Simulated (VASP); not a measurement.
Runs of VASP 6.6.1 on TiSi2. Symmetry: Immm, No. 71, orthorhombic system. The conventional cell has a = 2.946 Å, b = 3.424 Å, c = 8.424 Å, α = 90.00°, β = 90.00°, γ = 90.00°. Within 3.5 Å of Ti (site symmetry mmm) lie 10 Si at 2.67 to 2.78 Å and 4 Ti at 2.95 to 3.42 Å. Within 3.5 Å of Si (site symmetry mm2) lie 9 Si at 2.63 to 3.42 Å and 5 Ti at 2.67 to 2.78 Å. 

| k mesh | gap on the mesh (eV) | pressure (GPa) | largest force (eV/Å) |
| --- | --- | --- | --- |
| 6 × 6 × 6 | none | -2.5 | (a) |
| 5 × 5 × 5 | none | -2.5 | 0.03 |
| 9 × 9 × 9 | none | -2.5 | 0.01 |
| 7 × 7 × 7 | none | -2.5 | 0.01 |
| 4 × 4 × 4 | none | -2.5 | 0.06 |

Alike in all rows: task single point; level PBEsol; potentials or basis VASP PAW PBE potentials, release 64 (Ti_sv, Si); no spin polarisation; cell as given; cutoff (eV) 520; smearing fermi-dirac 0.3 eV.

Problem. Estimate the missing entries.

Solution. (a) 0.05.

Caveats: some runs use coarse meshes; the PAW data sets were made with another functional, which shifts forces and pressure a little.

A gap of «none» marks levels without a gap at the run's occupations.
